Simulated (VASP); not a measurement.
# GeCN2 (R-3m) in VASP: further runs, part 2 of 2

VASP 6.6.1. Earlier steps stand in the parts before.

## Step 3: Single point, PBEsol (volume scaled by 1.06)

Contents of INCAR:

```
SYSTEM = GeCN2
  ALGO = Normal
  EDIFF = 1E-6
  ENCUT = 520
  GGA = PS
  ISIF = 2
  ISMEAR = -1
  LASPH = .TRUE.
  LCHARG = .FALSE.
  LREAL = .FALSE.
  LWAVE = .FALSE.
  NBANDS = 22
  NELM = 100
  PREC = Accurate
  SIGMA = 0.05
```

Contents of KPOINTS:

```
k-points
0
G
  9 9 9
  0 0 0
```

Contents of POSCAR:

```
GeCN2
1.0
    1.8289716617      1.0559572812      5.0184906852
   -1.8289716617      1.0559572812      5.0184906852
    0.0000000000     -2.1119145624      5.0184906852
Ge N C
1 2 1
Direct
    0.0000000000      0.0000000000      0.0000000000
    0.5839044000      0.5839044000      0.5839044000
    0.4160956000      0.4160956000      0.4160956000
    0.5000000000      0.5000000000      0.5000000000
```

Potentials or basis: VASP PAW PBE potentials, release 64 (Ge_d, N, C).

Run with:

```sh
$ cat potpaw_PBE.64/Ge_d/POTCAR potpaw_PBE.64/N/POTCAR potpaw_PBE.64/C/POTCAR > POTCAR
$ mpirun -np 1 vasp_std > vasp.out
```

OUTCAR:

```text
SYSTEM = GeCN2
   EDIFF = 1E-6
   ENCUT = 520
   GGA = PS
   ISIF = 2
   ISMEAR = -1
   LASPH = .TRUE.
   LREAL = .FALSE.
   NELM = 100
   PREC = Accurate

 ion  position               nearest neighbor table
   1  0.000  0.000  0.000-
   2  0.584  0.584  0.584-   4 1.26
   3  0.416  0.416  0.416-   4 1.26
   4  0.500  0.500  0.500-   2 1.26   3 1.26

  LATTYP: Found a trigonal (rhomboedric) cell.
 ALAT       =     5.4447618751
 COS(alpha) =     0.7743235887

  Lattice vectors:

 A1 = (   1.8289716617,   1.0559572812,   5.0184906852)
 A2 = (  -1.8289716617,   1.0559572812,   5.0184906852)
 A3 = (   0.0000000000,  -2.1119145624,   5.0184906852)

Analysis of symmetry for initial positions (statically):
=====================================================================
 Subroutine PRICEL returns:
 Original cell was already a primitive cell.

 Routine SETGRP: Setting up the symmetry group for a
 trigonal (rhombohedral) supercell.

 Subroutine GETGRP returns: Found 12 space group operations
 (whereof 12 operations were pure point group operations)
 out of a pool of 12 trial point group operations.

The static configuration has the point symmetry D_3d.

Analysis of symmetry for dynamics (positions and initial velocities):
=====================================================================
 Subroutine PRICEL returns:
 Original cell was already a primitive cell.

 Routine SETGRP: Setting up the symmetry group for a
 trigonal (rhombohedral) supercell.

 Subroutine GETGRP returns: Found 12 space group operations
 (whereof 12 operations were pure point group operations)
 out of a pool of 12 trial point group operations.

The dynamic configuration has the point symmetry D_3d.

 Subroutine INISYM returns: Found 12 space group operations
[... 114 lines left out ...]
   EMIN   =  10.00;   EMAX   =-10.00  energy-range for DOS
   EFERMI =   0.00;   METHOD = LEGACY
   ISMEAR =    -1;   SIGMA  =   0.05  broadening in eV -4-tet -1-fermi 0-gaus
   EFERMI_NEDOS =   21; number of points for ismear=-14 and -15
   IALGO  =     38    algorithm
   IMIX   =      4    mixing-type and parameters
     AMIX     =   0.40;   BMIX     =  1.00
     AMIX_MAG =   1.60;   BMIX_MAG =  1.00
  volume/ion in A,a.u.               =      14.54        98.11
  Fermi-wavevector in a.u.,A,eV,Ry     =   1.283123  2.424751 22.400693  1.646405
  Thomas-Fermi vector in A             =   2.415394
   LORBIT       =      0    0 simple, 1 ext, 2 COOP (PROOUT), +10 PAW based schemes
   GGA     = PS    functional components
   LHFCALC =     F    Hartree Fock is set to
   AEXX    =    0.0000 exact exchange contribution
   IVDW    =     0    specifies the selected vdW correction
   LEPSILON=     F    determine dielectric tensor
   LRPA    =     F    only Hartree local field effects (RPA)
 non-spin polarized calculation
  energy-cutoff  :      520.00
  volume of cell :       58.15
 maximum number of plane-waves:      1578
   NGX = 21   NGY = 21   NGZ = 21

 number of electron      27.9999996 magnetization

 Free energy of the ion-electron system (eV)
  ---------------------------------------------------
  ext. energy  EPLUGINS =         0.00000000
  ---------------------------------------------------
  free energy    TOTEN  =       -30.46439134 eV

  energy without entropy =      -30.46439111  energy(sigma->0) =      -30.46439122

 E-fermi :   3.3821     XC(G=0):  -9.6476

 val. band max:        2.7737718127   @ k =  -0.4444  -0.4444   0.2222
 cond. band min:       3.8989917618   @ k =   0.4444   0.4444   0.4444
 fundamental gap:      1.1252199491
 Fermi energy:         3.3821356075

 k-point     1 :       0.0000    0.0000    0.0000
  band No.  band energies     occupation
      1     -21.8380      2.00000
      2     -21.8329      2.00000
      3     -21.8329      2.00000
      4     -21.8253      2.00000
      5     -21.8253      2.00000
      6     -15.8600      2.00000
[... 589 lines left out ...]
     21      11.5339      0.00000
     22      14.5163      0.00000

 [... further k-points ...]

------------------------ aborting loop because EDIFF is reached ----------------------------------------

  FORCE on cell =-STRESS in cart. coord.  units (eV):
  Direction    XX          YY          ZZ          XY          YZ          ZX
  --------------------------------------------------------------------------------------
  -------------------------------------------------------------------------------------
  Total       -2.0813021     -2.0813021     -6.3532772      0.0000000      0.0000000      0.0000000
  in kB      -57.3413635    -57.3413635   -175.0373333      0.0000000      0.0000000      0.0000000
  external PRESSURE =     -96.5733534 kB  Pullay stress =       0.0000000 kB

 VOLUME and BASIS-vectors are now :
 -----------------------------------------------------------------------------
  energy-cutoff  :      520.00
  volume of cell :       58.15
      direct lattice vectors                 reciprocal lattice vectors
     1.828971662  1.055957281  5.018490685     0.273377664  0.157834668  0.066421033
    -1.828971662  1.055957281  5.018490685    -0.273377664  0.157834668  0.066421033
     0.000000000 -2.111914562  5.018490685     0.000000000 -0.315669336  0.066421033

 POSITION                                       TOTAL-FORCE (eV/Angst)
 -----------------------------------------------------------------------------------
      0.00000      0.00000      0.00000         0.000000     -0.000000      0.000000
      0.00000      0.00000      8.79096         0.000000     -0.000000     -1.379508
      0.00000      0.00000      6.26452         0.000000      0.000000      1.379508
      0.00000      0.00000      7.52774         0.000000      0.000000      0.000000
 -----------------------------------------------------------------------------------
    total drift:                               -0.000000      0.000000     -0.000000

  FREE ENERGIE OF THE ION-ELECTRON SYSTEM (eV)
  ---------------------------------------------------
  free  energy   TOTEN  =       -30.4643913406 eV

  energy  without entropy=      -30.4643911076  energy(sigma->0) =      -30.46439122
```

OSZICAR:

```text
N       E                     dE             d eps       ncg     rms          rms(c)
DAV:   1     0.220630332881E+03    0.22063E+03   -0.13825E+04  4646   0.250E+03
DAV:   2    -0.207059685247E+00   -0.22084E+03   -0.20671E+03  4286   0.659E+02
DAV:   3    -0.319746710717E+02   -0.31768E+02   -0.31390E+02  4546   0.138E+02
DAV:   4    -0.333567666881E+02   -0.13821E+01   -0.13810E+01  4176   0.320E+01
DAV:   5    -0.333868924596E+02   -0.30126E-01   -0.30124E-01  4614   0.512E+00    0.100E+01
DAV:   6    -0.305847895128E+02    0.28021E+01   -0.69406E+00  5316   0.202E+01    0.466E+00
DAV:   7    -0.304915190810E+02    0.93270E-01   -0.83418E-01  4504   0.547E+00    0.267E+00
DAV:   8    -0.304653281869E+02    0.26191E-01   -0.98365E-02  4316   0.235E+00    0.944E-01
DAV:   9    -0.304634311065E+02    0.18971E-02   -0.99265E-03  4358   0.706E-01    0.204E-01
DAV:  10    -0.304641811747E+02   -0.75007E-03   -0.12405E-03  4160   0.269E-01    0.889E-02
DAV:  11    -0.304643840326E+02   -0.20286E-03   -0.30363E-04  4196   0.145E-01    0.135E-02
DAV:  12    -0.304643901409E+02   -0.61084E-05   -0.40348E-05  4766   0.782E-02    0.808E-03
DAV:  13    -0.304643913777E+02   -0.12368E-05   -0.56422E-06  4298   0.170E-02    0.385E-03
DAV:  14    -0.304643913406E+02    0.37082E-07   -0.58482E-07  3082   0.776E-03
   1 F= -.30464391E+02 E0= -.30464391E+02  d E =-.232973E-06
```

stdout:

```text
POSCAR found type information on POSCAR GeN C
 POSCAR found :  3 types and       4 ions
 scaLAPACK will be used
 -----------------------------------------------------------------------------
|                                                                             |
|                                                                             |
|     You enforced a specific xc type in the INCAR file but a different       |
|     I HOPE YOU KNOW WHAT YOU ARE DOING!                                     |
|                                                                             |
 -----------------------------------------------------------------------------

 LDA part: xc-table for (Slater+PW92), standard interpolation
 POSCAR, INCAR and KPOINTS ok, starting setup
 FFT: planning ... GRIDC
 FFT: planning ... GRID_SOFT
 FFT: planning ... GRID
 WAVECAR not read
 entering main loop
```

Run time: 1.8 min. Hardware: 1 thread of Intel Xeon 6975P-C (Granite Rapids), shared host; peak memory 0.29 GiB.

What came out:

```yaml
Free_energy: -30.4644 eV
Pressure: -9.7 GPa
Largest_force: 1.380 eV/Å
Band_gap_on_the_k_mesh: 1.13 eV, indirect (least direct gap 2.01 eV)
```

Forces in eV/Å, atoms in the order of the input:
```
Ge   0.000  0.000  0.000
N    0.000  0.000 -1.380
N    0.000  0.000  1.380
C    0.000  0.000  0.000
```

Stress tensor (GPa, compression positive):
```
 -5.73   0.00   0.00
  0.00  -5.73   0.00
  0.00   0.00 -17.50
```

Levels at points of the mesh, in eV from the valence-band top:
```csv
k point,band 10,band 11,band 12,band 13,band 14,band 15,band 16,band 17,band 18,band 19
"(0.00, 0.00, 0.00)",-4.77,-4.77,-2.31,-1.60,-1.60,2.46,3.20,3.20,4.98,7.03
```

Caveat: the cell differs from its parent crystal (volume scaled by 1.06); the PAW data sets were made with another functional, which shifts forces and pressure a little.

## Step 4: Single point, PBEsol

This run uses another cell than the first one, of 13.72 Å³/atom, 0.962 times its volume.

Contents of INCAR:

```
PREC     = Accurate       # precision mode
ENCUT    = 520            # plane-wave cutoff, eV
EDIFF    = 1E-7           # SCF threshold, eV
ISMEAR   = -1             # smearing method
SIGMA    = 0.05           # smearing width, eV
LREAL    = False          # projectors in reciprocal space
LASPH    = True           # aspherical terms in the spheres
NELM     = 60             # most SCF steps
ALGO     = Normal         # electronic algorithm
ISIF     = 2              # what is computed and relaxed
LWAVE    = False          # write WAVECAR
LCHARG   = False          # write CHGCAR
GGA      = PS             # functional
NBANDS   = 22             # bands
```

Contents of KPOINTS:

```
regular mesh
0
Gamma
  7 7 7
```

Contents of POSCAR:

```
GeCN2
1.0
    1.7937903697      1.0356453528      4.9219572124
   -1.7937903697      1.0356453528      4.9219572124
    0.0000000000     -2.0712907056      4.9219572124
Ge N C
1 2 1
Direct
    0.0000000000      0.0000000000      0.0000000000
    0.5839044000      0.5839044000      0.5839044000
    0.4160956000      0.4160956000      0.4160956000
    0.5000000000      0.5000000000      0.5000000000
```

Run with:

```sh
$ cat potpaw_PBE.64/Ge_d/POTCAR potpaw_PBE.64/N/POTCAR potpaw_PBE.64/C/POTCAR > POTCAR
$ mpirun -np 1 vasp_std > vasp.out
```

It took 66 s on 1 thread of Intel Xeon Platinum 8488C (Sapphire Rapids), shared host; peak memory 0.26 GiB.

It converged, with:

| Quantity | Value |
| --- | --- |
| Free energy | -30.5959 eV |
| Pressure | -3.1 GPa |
| Largest force | 0.190 eV/Å |
| Band gap on the k mesh | 1.06 eV, indirect (least direct gap 1.86 eV) |

Forces in eV/Å, atoms in the order of the input:
```
Ge   0.000  0.000  0.000
N    0.000  0.000  0.190
N    0.000  0.000 -0.190
C    0.000  0.000  0.000
```

Stress tensor (GPa, compression positive):
```
-3.37  0.00  0.00
 0.00 -3.37  0.00
 0.00  0.00 -2.54
```

Levels at points of the mesh, in eV from the valence-band top:
```
           k point  band 10  band 11  band 12  band 13  band 14  band 15  band 16  band 17  band 18  band 19
(0.00, 0.00, 0.00)    -5.15    -5.15    -2.03    -1.85    -1.85     2.50     3.28     3.28     4.96     7.29
```

Caveat: the PAW data sets were made with another functional, which shifts forces and pressure a little.

## Step 5: The runs side by side

```csv
cell,k mesh,gap on the mesh (eV),pressure (GPa),largest force (eV/Å)
"a = 5.410 Å, angles 39.3°, 4 atoms",9 × 9 × 9,1.09,-7.7,0.89
"a = 5.445 Å, angles 39.3°, 4 atoms",9 × 9 × 9,1.13,-9.7,1.38
"a = 5.340 Å, angles 39.3°, 4 atoms",7 × 7 × 7,1.06,-3.1,0.19
```

Alike in all rows: task single point; level PBEsol; potentials or basis VASP PAW PBE potentials, release 64 (Ge_d, N, C); no spin polarisation; cutoff (eV) 520; smearing fermi-dirac 0.05 eV.

Caveats: the PAW data sets were made with another functional, which shifts forces and pressure a little.

Absolute energies hang on the potentials; compare differences alone.
